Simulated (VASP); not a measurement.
# SnO2 (Pnnm) in VASP: notebook, part 2 of 2

VASP 6.6.1.

## 3. Single point, PBE (mode 4 (110.0 1/cm) frozen in, largest displacement -0.300 Å)

INCAR

```
PREC     = Accurate       # precision mode
ENCUT    = 520            # plane-wave cutoff, eV
EDIFF    = 1E-7           # SCF threshold, eV
ISMEAR   = 0              # smearing method
SIGMA    = 0.05           # smearing width, eV
LREAL    = F              # projectors in reciprocal space
LASPH    = T              # aspherical terms in the spheres
NELM     = 80             # most SCF steps
ALGO     = Normal         # electronic algorithm
ISIF     = 2              # what is computed and relaxed
LWAVE    = F              # write WAVECAR
LCHARG   = F              # write CHGCAR
GGA      = PE             # functional
NBANDS   = 35             # bands
```

KPOINTS

```
Automatic mesh
0
Gamma
  6 6 8
```

POSCAR

```
SnO2
1.0
    4.8277049961      0.0000000000      0.0000000000
    0.0000000000      4.8277049961      0.0000000000
    0.0000000000      0.0000000000      3.2379909406
Sn O
2 4
Direct
    0.0000000000      0.0000000000      0.0000000000
    0.5000000000      0.5000000000      0.5000000000
    0.3505456408      0.2626645318      0.0000000000
    0.1494543592      0.7626645318      0.5000000000
    0.6494543592      0.7373354682      0.0000000000
    0.8505456408      0.2373354682      0.5000000000
```

Potentials or basis: VASP PAW PBE potentials, release 64 (Sn_d, O).

Run with:

```
cat potpaw_PBE.64/Sn_d/POTCAR potpaw_PBE.64/O/POTCAR > POTCAR
mpirun -np 1 vasp_std > vasp.out
```

OUTCAR:

```text
PREC = Accurate
   ENCUT = 520
   EDIFF = 1E-7
   ISMEAR = 0
   LREAL = F
   LASPH = T
   NELM = 80
   ISIF = 2
   GGA = PE

 ion  position               nearest neighbor table
   1  0.000  0.000  0.000-   4 2.11   6 2.11   4 2.11   6 2.11   5 2.11   3 2.11
   2  0.500  0.500  0.500-   3 2.11   5 2.11   3 2.11   5 2.11   4 2.11   6 2.11
   3  0.351  0.263  0.000-   2 2.11   2 2.11   1 2.11
   4  0.149  0.763  0.500-   1 2.11   1 2.11   2 2.11
   5  0.649  0.737  0.000-   2 2.11   2 2.11   1 2.11
   6  0.851  0.237  0.500-   1 2.11   1 2.11   2 2.11

  LATTYP: Found a simple tetragonal cell.
 ALAT       =     4.8277049961
 C/A-ratio  =     0.6707101911

  Lattice vectors:

 A1 = (   4.8277049961,   0.0000000000,   0.0000000000)
 A2 = (   0.0000000000,   4.8277049961,   0.0000000000)
 A3 = (   0.0000000000,   0.0000000000,   3.2379909406)

Analysis of symmetry for initial positions (statically):
=====================================================================
 Subroutine PRICEL returns:
 Original cell was already a primitive cell.

 Routine SETGRP: Setting up the symmetry group for a
 simple tetragonal supercell.

 Subroutine GETGRP returns: Found  8 space group operations
 (whereof  4 operations were pure point group operations)
 out of a pool of 16 trial point group operations.

The static configuration has the point symmetry C_2h.
 The point group associated with its full space group is D_2h.

Analysis of symmetry for dynamics (positions and initial velocities):
=====================================================================
 Subroutine PRICEL returns:
 Original cell was already a primitive cell.

 Routine SETGRP: Setting up the symmetry group for a
 simple tetragonal supercell.

 Subroutine GETGRP returns: Found  8 space group operations
 (whereof  4 operations were pure point group operations)
[... 124 lines left out ...]
   EMIN   =  10.00;   EMAX   =-10.00  energy-range for DOS
   EFERMI =   0.00;   METHOD = LEGACY
   ISMEAR =     0;   SIGMA  =   0.05  broadening in eV -4-tet -1-fermi 0-gaus
   EFERMI_NEDOS =   21; number of points for ismear=-14 and -15
   IALGO  =     38    algorithm
   IMIX   =      4    mixing-type and parameters
     AMIX     =   0.40;   BMIX     =  1.00
     AMIX_MAG =   1.60;   BMIX_MAG =  1.00
  volume/ion in A,a.u.               =      12.58        84.88
  Fermi-wavevector in a.u.,A,eV,Ry     =   1.445962  2.732472 28.447149  2.090806
  Thomas-Fermi vector in A             =   2.564085
   LORBIT       =      0    0 simple, 1 ext, 2 COOP (PROOUT), +10 PAW based schemes
   GGA     = PE    functional components
   LHFCALC =     F    Hartree Fock is set to
   AEXX    =    0.0000 exact exchange contribution
   IVDW    =     0    specifies the selected vdW correction
   LEPSILON=     F    determine dielectric tensor
   LRPA    =     F    only Hartree local field effects (RPA)
 non-spin polarized calculation
 Gauss-broadening in eV      SIGMA  =   0.05
  energy-cutoff  :      520.00
  volume of cell :       75.47
 maximum number of plane-waves:      2068
   NGX = 17   NGY = 17   NGZ = 13

 number of electron      52.0000006 magnetization

 Free energy of the ion-electron system (eV)
  ---------------------------------------------------
  ext. energy  EPLUGINS =         0.00000000
  ---------------------------------------------------
  free energy    TOTEN  =       -37.12876604 eV

  energy without entropy =      -37.12876604  energy(sigma->0) =      -37.12876604

 E-fermi :   5.5774     XC(G=0): -11.0161

 val. band max:        5.2683797474   @ k =   0.0000   0.3333   0.0000
 cond. band min:       6.3289622988   @ k =   0.0000   0.0000   0.0000
 fundamental gap:      1.0605825514
 Fermi energy:         5.5774333834

 k-point     1 :       0.0000    0.0000    0.0000
  band No.  band energies     occupation
      1     -15.4349      2.00000
      2     -14.8282      2.00000
      3     -14.6693      2.00000
      4     -14.6323      2.00000
      5     -14.6233      2.00000
      6     -14.5673      2.00000
[... 901 lines left out ...]
     34      17.0576      0.00000
     35      17.9191      0.00000

 [... further k-points ...]
[... 5 lines left out ...]
  --------------------------------------------------------------------------------------
  -------------------------------------------------------------------------------------
  Total       -0.5702641     -1.8564647     -1.2528211      0.0000000      0.0000000      0.0000000
  in kB      -12.1068041    -39.4130633    -26.5976073      0.0000000      0.0000000      0.0000000
  external PRESSURE =     -26.0391582 kB  Pullay stress =       0.0000000 kB

 VOLUME and BASIS-vectors are now :
 -----------------------------------------------------------------------------
  energy-cutoff  :      520.00
  volume of cell :       75.47
      direct lattice vectors                 reciprocal lattice vectors
     4.827704996  0.000000000  0.000000000     0.207137760  0.000000000  0.000000000
     0.000000000  4.827704996  0.000000000     0.000000000  0.207137760  0.000000000
     0.000000000  0.000000000  3.237990941     0.000000000  0.000000000  0.308833477

 POSITION                                       TOTAL-FORCE (eV/Angst)
 -----------------------------------------------------------------------------------
      0.00000      0.00000      0.00000         0.000000      0.000000      0.000000
      2.41385      2.41385      1.61900         0.000000      0.000000      0.000000
      1.69233      1.26807      0.00000        -0.146286      0.422187      0.000000
      0.72152      3.68192      1.61900         0.146286      0.422187     -0.000000
      3.13537      3.55964      0.00000         0.146286     -0.422187      0.000000
      4.10618      1.14579      1.61900        -0.146286     -0.422187      0.000000
 -----------------------------------------------------------------------------------
    total drift:                                0.000000      0.000000      0.000000

  FREE ENERGIE OF THE ION-ELECTRON SYSTEM (eV)
  ---------------------------------------------------
  free  energy   TOTEN  =       -37.1287660389 eV

  energy  without entropy=      -37.1287660389  energy(sigma->0) =      -37.12876604
```

It took 5.9 min on 1 thread of AMD EPYC 7R13, shared host; peak memory 0.26 GiB.

What came out:

- Free energy: -37.1288 eV
- Pressure: -2.6 GPa
- Largest force: 0.447 eV/Å
- Band gap on the k mesh: 1.06 eV, indirect (least direct gap 1.23 eV)

Forces in eV/Å, atoms in the order of the input:
```
Sn   0.000  0.000  0.000
Sn   0.000  0.000  0.000
O   -0.146  0.422  0.000
O    0.146  0.422  0.000
O    0.146 -0.422  0.000
O   -0.146 -0.422  0.000
```

Caveat: the cell differs from its parent crystal (mode 4 (110.0 1/cm) frozen in, largest displacement -0.300 Å); spin-orbit coupling is left out, which moves the levels of the heavy elements. A k mesh can miss the band edges.

## 4. Single point, PBE (mode 4 (110.0 1/cm) frozen in, largest displacement +0.225 Å)

INCAR

```
SYSTEM = SnO2
PREC = Accurate
ENCUT = 520
EDIFF = 1E-6
ISMEAR = 0
SIGMA = 0.05
LREAL = .FALSE.
LASPH = .TRUE.
NELM = 80
ALGO = Normal
ISIF = 2
LWAVE = .FALSE.
LCHARG = .FALSE.
GGA = PE
NBANDS = 35
```

KPOINTS

```
Automatic mesh
0
G
  6 6 8
  0 0 0
```

POSCAR

```
SnO2
1.0
    4.8277049961      0.0000000000      0.0000000000
    0.0000000000      4.8277049961      0.0000000000
    0.0000000000      0.0000000000      3.2379909406
Sn O
2 4
Direct
    0.0000000000      0.0000000000      0.0000000000
    0.5000000000      0.5000000000      0.5000000000
    0.2736496704      0.3395605022      0.0000000000
    0.2263503296      0.8395605022      0.5000000000
    0.7263503296      0.6604394978      0.0000000000
    0.7736496704      0.1604394978      0.5000000000
```

Run with:

```
cat potpaw_PBE.64/Sn_d/POTCAR potpaw_PBE.64/O/POTCAR > POTCAR
mpirun -np 1 vasp_std > vasp.out
```

Wall time 6.4 min (1 thread of AMD EPYC 7R13, shared host); peak memory 0.26 GiB.

The run converged. Its results:

```yaml
Free_energy: -37.2232 eV
Pressure: -1.3 GPa
Largest_force: 0.258 eV/Å
Band_gap_on_the_k_mesh: 1.00 eV, indirect (least direct gap 1.10 eV)
```

Forces in eV/Å, atoms in the order of the input:
```
Sn   0.000  0.000  0.000
Sn   0.000  0.000  0.000
O    0.239 -0.097  0.000
O   -0.239 -0.097  0.000
O   -0.239  0.097  0.000
O    0.239  0.097  0.000
```

Stress tensor (GPa, compression positive):
```
-2.47  0.00  0.00
 0.00 -0.20  0.00
 0.00  0.00 -1.21
```

Levels at points of the mesh, in eV from the valence-band top:
| k point | band 23 | band 24 | band 25 | band 26 | band 27 | band 28 | band 29 | band 30 |
| --- | --- | --- | --- | --- | --- | --- | --- | --- |
| (0.00, 0.00, 0.00) | -0.88 | -0.48 | -0.32 | -0.10 | 1.00 | 5.76 | 6.26 | 6.43 |
| (0.50, 0.00, 0.00) | -0.93 | -0.93 | -0.13 | -0.13 | 3.77 | 3.77 | 6.55 | 6.55 |
| (0.00, 0.50, 0.00) | -0.94 | -0.94 | -0.48 | -0.48 | 4.15 | 4.15 | 7.49 | 7.49 |
| (0.50, 0.50, 0.00) | -1.08 | -1.08 | -0.52 | -0.52 | 4.44 | 4.44 | 7.24 | 7.24 |
| (0.00, 0.00, 0.50) | -1.31 | -1.31 | -0.75 | -0.75 | 5.60 | 5.60 | 9.40 | 9.40 |
| (0.50, 0.00, 0.50) | -0.71 | -0.71 | -0.61 | -0.61 | 5.94 | 5.94 | 7.92 | 7.92 |
| (0.00, 0.50, 0.50) | -0.96 | -0.96 | -0.38 | -0.38 | 5.74 | 5.74 | 7.45 | 7.45 |
| (0.50, 0.50, 0.50) | -0.71 | -0.71 | -0.43 | -0.43 | 4.47 | 4.47 | 8.83 | 8.83 |

Caveat: the cell differs from its parent crystal (mode 4 (110.0 1/cm) frozen in, largest displacement +0.225 Å); spin-orbit coupling is left out, which moves the levels of the heavy elements. A k mesh can miss the band edges.

## 5. Single point, PBE (mode 4 (110.0 1/cm) frozen in, largest displacement -0.150 Å)

INCAR

```
PREC = Accurate ; ENCUT = 520
EDIFF = 1E-6 ; ISMEAR = 0
SIGMA = 0.05 ; LREAL = F
LASPH = T ; NELM = 100
ALGO = Normal ; ISIF = 2
LWAVE = F ; LCHARG = F
GGA = PE ; NBANDS = 35
```

KPOINTS

```
regular mesh
0
Gamma
  6 6 8
```

POSCAR

```
SnO2
1.0
    4.8277049961      0.0000000000      0.0000000000
    0.0000000000      4.8277049961      0.0000000000
    0.0000000000      0.0000000000      3.2379909406
Sn O
2 4
Direct
    0.0000000000      0.0000000000      0.0000000000
    0.5000000000      0.5000000000      0.5000000000
    0.3285753635      0.2846348091      0.0000000000
    0.1714246365      0.7846348091      0.5000000000
    0.6714246365      0.7153651909      0.0000000000
    0.8285753635      0.2153651909      0.5000000000
```

Run with:

```
cat potpaw_PBE.64/Sn_d/POTCAR potpaw_PBE.64/O/POTCAR > POTCAR
mpirun -np 1 vasp_std > vasp.out
```

It took 6.8 min on 1 thread of AMD EPYC 7R13, shared host; peak memory 0.26 GiB.

It converged, with:

- Free energy: -37.2768 eV
- Pressure: -0.3 GPa
- Largest force: 0.132 eV/Å
- Band gap on the k mesh: 0.88 eV, indirect (least direct gap 0.90 eV)

Forces on the atoms (eV/Å):
```
Sn   0.000  0.000  0.000
Sn   0.000  0.000  0.000
O   -0.066  0.114  0.000
O    0.066  0.114  0.000
O    0.066 -0.114  0.000
O   -0.066 -0.114  0.000
```

Stress tensor (GPa, compression positive):
```
 0.46  0.00  0.00
 0.00 -1.15  0.00
 0.00  0.00 -0.10
```

Levels at points of the mesh, in eV from the valence-band top:
```csv
k point,band 22,band 23,band 24,band 25,band 26,band 27,band 28,band 29,band 30,band 31
"(0.00, 0.00, 0.00)",-1.15,-1.02,-0.60,-0.49,-0.02,0.88,5.76,6.17,6.29,10.24
"(0.50, 0.00, 0.00)",-1.84,-1.05,-1.05,-0.56,-0.56,4.08,4.08,7.27,7.27,10.33
"(0.00, 0.50, 0.00)",-1.62,-1.04,-1.04,-0.30,-0.30,3.83,3.83,6.61,6.61,10.56
"(0.50, 0.50, 0.00)",-1.75,-1.17,-1.17,-0.66,-0.66,4.39,4.39,7.23,7.23,10.56
"(0.00, 0.00, 0.50)",-2.46,-1.39,-1.39,-0.94,-0.94,5.64,5.64,9.42,9.42,10.23
"(0.50, 0.00, 0.50)",-1.29,-0.98,-0.98,-0.51,-0.51,5.81,5.81,7.52,7.52,11.04
"(0.00, 0.50, 0.50)",-1.68,-0.76,-0.76,-0.72,-0.72,5.95,5.95,7.84,7.84,10.36
"(0.50, 0.50, 0.50)",-2.29,-0.78,-0.78,-0.58,-0.58,4.44,4.44,8.76,8.76,10.64
```

Caveat: the cell differs from its parent crystal (mode 4 (110.0 1/cm) frozen in, largest displacement -0.150 Å); spin-orbit coupling is left out, which moves the levels of the heavy elements. A k mesh can miss the band edges.
